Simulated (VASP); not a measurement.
# In2PtSe5 (P3m1) in VASP: further runs

Runs on In2PtSe5. Level: PBE. Tasks: single point.

Everything below comes from runs of VASP 6.6.1. Logs are shortened: lines on timing, memory, paths and dates and some standing lists are left out, and cuts for length are marked.

**1. The cell of the first run**

Symmetry: P3m1, No. 156, trigonal system. The conventional cell has a = 3.932 Å, b = 3.932 Å, c = 15.710 Å, α = 90.00°, β = 90.00°, γ = 120.00°. Within 3.4 Å of In (site symmetry 3m) lie 4 Se at 2.55 to 2.63 Å. In (site symmetry 3m) has 6 Se at 2.67 to 2.84 Å within 3.5 Å. Within 3.4 Å of Pt (site symmetry 3m) lie 6 Se at 2.57 Å. Se (site symmetry 3m) has 3 Pt at 2.57 Å and 3 Se at 3.32 Å within 3.4 Å. Se (site symmetry 3m) has 3 Pt at 2.57 Å and 3 Se at 3.32 Å within 3.4 Å. Se (site symmetry 3m) has 3 In at 2.63 Å within 3.5 Å. Se (site symmetry 3m) has 4 In at 2.55 to 2.84 Å within 3.4 Å. Se (site symmetry 3m) has 3 In at 2.67 Å within 3.5 Å.

**2. Single point, PBE (26.29 Å³/atom)**

Contents of INCAR:

```
SYSTEM = In2PtSe5
ALGO = Normal
EDIFF = 1E-6
ENCUT = 500
GGA = PE
GGA_COMPAT = .FALSE.
ISIF = 2
ISMEAR = 0
LASPH = .TRUE.
LCHARG = .FALSE.
LREAL = .FALSE.
LWAVE = .FALSE.
NBANDS = 43
NELM = 120
PREC = Accurate
SIGMA = 0.02
```

Contents of KPOINTS:

```
k-points
0
G
  12 12 2
  0 0 0
```

Contents of POSCAR:

```
In2PtSe5
1.0
    3.9319727856      0.0000000000      0.0000000000
   -1.9659863928      3.4051883193      0.0000000000
    0.0000000000      0.0000000000     15.7102264904
In Pt Se
2 1 5
Direct
    0.3333333333      0.6666666667      0.6438300074
    0.6666666667      0.3333333333      0.3732977489
    0.0000000000      0.0000000000      0.0089015815
    0.6666666667      0.3333333333      0.9322339610
    0.3333333333      0.6666666667      0.0860078081
    0.0000000000      0.0000000000      0.7281147053
    0.3333333333      0.6666666667      0.4818300923
    0.0000000000      0.0000000000      0.2837840954
```

Potentials or basis: VASP PAW PBE potentials, release 64 (In_d, Pt, Se).

The run is started by

```sh
cat potpaw_PBE.64/In_d/POTCAR potpaw_PBE.64/Pt/POTCAR potpaw_PBE.64/Se/POTCAR > POTCAR
mpirun -np 1 vasp_std > vasp.out
```

OUTCAR:

```text
SYSTEM = In2PtSe5
   EDIFF = 1E-6
   ENCUT = 500
   GGA = PE
   ISIF = 2
   ISMEAR = 0
   LASPH = .TRUE.
   LREAL = .FALSE.
   NELM = 120
   PREC = Accurate

 ion  position               nearest neighbor table
   1  0.333  0.667  0.644-   7 2.55   6 2.63   6 2.63   6 2.63
   2  0.667  0.333  0.373-   8 2.67   8 2.67   8 2.67   7 2.84   7 2.84   7 2.84
   3  0.000  0.000  0.009-   4 2.57   4 2.57   4 2.57   5 2.57   5 2.57   5 2.57
   4  0.667  0.333  0.932-   3 2.57   3 2.57   3 2.57
   5  0.333  0.667  0.086-   3 2.57   3 2.57   3 2.57
   6  0.000  0.000  0.728-   1 2.63   1 2.63   1 2.63
   7  0.333  0.667  0.482-   1 2.55   2 2.84   2 2.84   2 2.84
   8  0.000  0.000  0.284-   2 2.67   2 2.67   2 2.67

  LATTYP: Found a hexagonal cell.
 ALAT       =     3.9319727856
 C/A-ratio  =     3.9955074328

  Lattice vectors:

 A1 = (   3.9319727856,   0.0000000000,   0.0000000000)
 A2 = (  -1.9659863928,   3.4051883193,   0.0000000000)
 A3 = (   0.0000000000,   0.0000000000,  15.7102264904)

Analysis of symmetry for initial positions (statically):
=====================================================================
 Subroutine PRICEL returns:
 Original cell was already a primitive cell.

 Routine SETGRP: Setting up the symmetry group for a
 hexagonal supercell.

 Subroutine GETGRP returns: Found  6 space group operations
 (whereof  6 operations were pure point group operations)
 out of a pool of 24 trial point group operations.

The static configuration has the point symmetry C_3v.

Analysis of symmetry for dynamics (positions and initial velocities):
=====================================================================
 Subroutine PRICEL returns:
 Original cell was already a primitive cell.

 Routine SETGRP: Setting up the symmetry group for a
 hexagonal supercell.

 Subroutine GETGRP returns: Found  6 space group operations
 (whereof  6 operations were pure point group operations)
 out of a pool of 24 trial point group operations.

The dynamic configuration has the point symmetry C_3v.

 Subroutine INISYM returns: Found  6 space group operations
 (whereof  6 operations are pure point group operations),
 and found     1 'primitive' translations

----------------------------------------------------------------------------------------

                                     Primitive cell

  volume of cell :     210.3459

  direct lattice vectors                    reciprocal lattice vectors
     3.931972786  0.000000000  0.000000000     0.254325260  0.146834757  0.000000000
    -1.965986393  3.405188319  0.000000000     0.000000000  0.293669514  0.000000000
     0.000000000  0.000000000 15.710226490     0.000000000  0.000000000  0.063652806

  length of vectors
     3.931972786  3.931972786 15.710226490     0.293669514  0.293669514  0.063652806

  position of ions in fractional coordinates (direct lattice)
     0.333333333  0.666666667  0.643830007
     0.666666667  0.333333333  0.373297749
     0.000000000  0.000000000  0.008901581
     0.666666667  0.333333333  0.932233961
     0.333333333  0.666666667  0.086007808
     0.000000000  0.000000000  0.728114705
     0.333333333  0.666666667  0.481830092
     0.000000000  0.000000000  0.283784095

  ion indices of the primitive-cell ions
   primitive index   ion index
                 1           1
                 2           2
                 3           3
                 4           4
                 5           5
                 6           6
                 7           7
                 8           8

----------------------------------------------------------------------------------------

 KPOINTS: k-points

Automatic generation of k-mesh.
 Grid dimensions read from file:
 generate k-points for:   12   12    2

 Generating k-lattice:

  Cartesian coordinates                     Fractional coordinates (reciprocal lattice)
     0.021193772  0.012236230  0.000000000     0.083333333  0.000000000  0.000000000
     0.000000000  0.024472460  0.000000000     0.000000000  0.083333333  0.000000000
     0.000000000  0.000000000  0.031826403     0.000000000  0.000000000  0.500000000

  Length of vectors
     0.024472460  0.024472460  0.031826403

  Shift w.r.t. Gamma in fractional coordinates (k-lattice)
     0.000000000  0.000000000  0.000000000

 Subroutine IBZKPT returns following result:
 ===========================================

 Found     38 irreducible k-points:

 Following reciprocal coordinates:
            Coordinates               Weight
  0.000000  0.000000  0.000000      1.000000
  0.083333  0.000000  0.000000      6.000000
  0.166667  0.000000  0.000000      6.000000
  0.250000  0.000000  0.000000      6.000000
  0.333333  0.000000  0.000000      6.000000
  0.416667  0.000000  0.000000      6.000000
[... 16 lines left out ...]
  0.250000  0.000000  0.500000      6.000000
  0.333333  0.000000  0.500000      6.000000
 [... further k-points ...]
   k-points           NKPTS =     38   k-points in BZ     NKDIM =     38   number of bands    NBANDS=     43
   number of dos      NEDOS =    301   number of ions     NIONS =      8
   total plane-waves  NPLWV = 108000
   dimension x,y,z NGX =    30 NGY =   30 NGZ =  120
   dimension x,y,z NGXF=    60 NGYF=   60 NGZF=  240
   ions per type =               2   1   5
   NGX,Y,Z   is equivalent  to a cutoff of  12.68, 12.68, 12.70 a.u.
   NGXF,Y,Z  is equivalent  to a cutoff of  25.37, 25.37, 25.40 a.u.
 SYSTEM =  In2PtSe5
   PREC   = accura    normal or accurate (medium, high low for compatibility)
   ISTART =      0    job   : 0-new  1-cont  2-samecut
   ICHARG =      2    charge: 1-file 2-atom 10-const
   ISPIN  =      1    spin polarized calculation?
   LNONCOLLINEAR =      F non collinear calculations
   LSORBIT =      F    spin-orbit coupling
   LASPH  =      T    aspherical Exc in radial PAW
   ENCUT  =  500.0 eV  36.75 Ry    6.06 a.u.   7.17  7.17 28.64*2*pi/ulx,y,z
   NELM   =    120;   NELMIN=  2; NELMDL= -5     # of ELM steps
   EDIFF  = 0.1E-05   stopping-criterion for ELM
   LREAL  =      F    real-space projection
   EDIFFG = 0.1E-04   stopping-criterion for IOM
   NSW    =      0    number of steps for IOM
   IBRION =     -1    ionic relax: 0-MD 1-quasi-New 2-CG
   NFREE  =      0    steps in history (QN), initial steepest desc. (CG)
   ISIF   =      2    stress and relaxation
   ISYM   =      2    0-nonsym 1-usesym 2-fastsym
   POTIM  = 0.5000    time-step for ionic-motion
   TEBEG  =    0.0;   TEEND  =   0.0 temperature during run
   PSTRESS=    0.0 pullay stress
   NELECT =      66.0000    total number of electrons
   NUPDOWN=      -1.0000    fix difference up-down
   EMIN   =  10.00;   EMAX   =-10.00  energy-range for DOS
   EFERMI =   0.00;   METHOD = LEGACY
   ISMEAR =     0;   SIGMA  =   0.02  broadening in eV -4-tet -1-fermi 0-gaus
   EFERMI_NEDOS =   21; number of points for ismear=-14 and -15
   IALGO  =     38    algorithm
   IMIX   =      4    mixing-type and parameters
     AMIX     =   0.40;   BMIX     =  1.00
     AMIX_MAG =   1.60;   BMIX_MAG =  1.00
  volume/ion in A,a.u.               =      26.29       177.44
  Fermi-wavevector in a.u.,A,eV,Ry     =   1.112444  2.102214 16.837637  1.237531
  Thomas-Fermi vector in A             =   2.249018
   LORBIT       =      0    0 simple, 1 ext, 2 COOP (PROOUT), +10 PAW based schemes
   GGA     = PE    functional components
   LHFCALC =     F    Hartree Fock is set to
   AEXX    =    0.0000 exact exchange contribution
   IVDW    =     0    specifies the selected vdW correction
   LEPSILON=     F    determine dielectric tensor
   LRPA    =     F    only Hartree local field effects (RPA)
 non-spin polarized calculation
 Gauss-broadening in eV      SIGMA  =   0.02
  energy-cutoff  :      500.00
  volume of cell :      210.35
 maximum number of plane-waves:      5382
 NGX is ok and might be reduce to    30
   NGX = 15   NGY = 15   NGZ = 57

 number of electron      65.9999994 magnetization

 Free energy of the ion-electron system (eV)
  ---------------------------------------------------
  ext. energy  EPLUGINS =         0.00000000
  ---------------------------------------------------
  free energy    TOTEN  =       -32.17420747 eV

  energy without entropy =      -32.17420747  energy(sigma->0) =      -32.17420747

 E-fermi :   4.0572     XC(G=0):  -9.2735

 val. band max:        3.9331755334   @ k =   0.1667   0.0833   0.5000
 cond. band min:       4.7791386933   @ k =   0.0000   0.0000   0.0000
 fundamental gap:      0.8459631599
 Fermi energy:         4.0571593318

 k-point     1 :       0.0000    0.0000    0.0000
  band No.  band energies     occupation
      1     -11.1103      2.00000
      2     -10.9824      2.00000
      3     -10.9824      2.00000
      4     -10.8592      2.00000
      5     -10.8592      2.00000
      6     -10.2275      2.00000
[... 35 lines left out ...]
     42       8.8476      0.00000
     43       8.9001      0.00000

 k-point     2 :       0.0833    0.0000    0.0000
  band No.  band energies     occupation
      1     -11.1134      2.00000
      2     -11.0052      2.00000
      3     -10.9774      2.00000
      4     -10.8669      2.00000
      5     -10.8591      2.00000
      6     -10.2590      2.00000
[... 35 lines left out ...]
     42       8.9453      0.00000
     43       9.2693      0.00000

 k-point     3 :       0.1667    0.0000    0.0000
  band No.  band energies     occupation
      1     -11.1401      2.00000
      2     -11.0416      2.00000
      3     -10.9643      2.00000
      4     -10.8790      2.00000
      5     -10.8579      2.00000
      6     -10.3339      2.00000
[... 919 lines left out ...]
      6     -10.4232      2.00000
[... 35 lines left out ...]
     42       9.5985      0.00000
     43      10.0707      0.00000

 k-point    24 :       0.3333    0.0000    0.5000
  band No.  band energies     occupation
      1     -11.2666      2.00000
      2     -11.0431      2.00000
      3     -10.9371      2.00000
      4     -10.8972      2.00000
      5     -10.8456      2.00000
      6     -10.5013      2.00000
[... 35 lines left out ...]
     42       9.4966      0.00000
     43      10.0986      0.00000

 [... further k-points ...]

------------------------ aborting loop because EDIFF is reached ----------------------------------------

  FORCE on cell =-STRESS in cart. coord.  units (eV):
  Direction    XX          YY          ZZ          XY          YZ          ZX
  --------------------------------------------------------------------------------------
  -------------------------------------------------------------------------------------
  Total        0.9447446      0.9447446      1.0002377      0.0000000      0.0000000      0.0000000
  in kB        7.1959962      7.1959962      7.6186799      0.0000000      0.0000000      0.0000000
  external PRESSURE =       7.3368908 kB  Pullay stress =       0.0000000 kB

 VOLUME and BASIS-vectors are now :
 -----------------------------------------------------------------------------
  energy-cutoff  :      500.00
  volume of cell :      210.35
      direct lattice vectors                 reciprocal lattice vectors
     3.931972786  0.000000000  0.000000000     0.254325260  0.146834757  0.000000000
    -1.965986393  3.405188319  0.000000000     0.000000000  0.293669514  0.000000000
     0.000000000  0.000000000 15.710226490     0.000000000  0.000000000  0.063652806

 POSITION                                       TOTAL-FORCE (eV/Angst)
 -----------------------------------------------------------------------------------
     -0.00000      2.27013     10.11472         0.000000     -0.000000      0.007872
      1.96599      1.13506      5.86459        -0.000000      0.000000      0.001418
      0.00000      0.00000      0.13985         0.000000      0.000000     -0.002795
      1.96599      1.13506     14.64561         0.000000     -0.000000      0.001562
     -0.00000      2.27013      1.35120        -0.000000      0.000000     -0.002705
      0.00000      0.00000     11.43885        -0.000000      0.000000      0.012388
     -0.00000      2.27013      7.56966         0.000000      0.000000     -0.010326
      0.00000      0.00000      4.45831         0.000000     -0.000000     -0.007413
 -----------------------------------------------------------------------------------
    total drift:                                0.000000      0.000000      0.000793

  FREE ENERGIE OF THE ION-ELECTRON SYSTEM (eV)
  ---------------------------------------------------
  free  energy   TOTEN  =       -32.1742074668 eV

  energy  without entropy=      -32.1742074668  energy(sigma->0) =      -32.17420747
```

Wall time 3 min (1 thread of Intel Xeon 6975P-C (Granite Rapids), shared host); peak memory 0.5 GiB.

Results:

- Free energy: -32.1742 eV
- Pressure: 0.7 GPa
- Largest force: 0.012 eV/Å
- Band gap on the k mesh: 0.85 eV (least direct gap 0.94 eV)

Forces on the atoms (eV/Å):
```
In   0.000  0.000  0.008
In   0.000  0.000  0.001
Pt   0.000  0.000 -0.003
Se   0.000  0.000  0.002
Se   0.000  0.000 -0.003
Se   0.000  0.000  0.012
Se   0.000  0.000 -0.010
Se   0.000  0.000 -0.007
```

Caveat: spin-orbit coupling is left out, which moves the levels of the heavy elements; this functional lacks dispersion, which binds layers or chains, so the pressure and a relaxed spacing across them are unreliable.

(Part 1 of 2 ends here.)
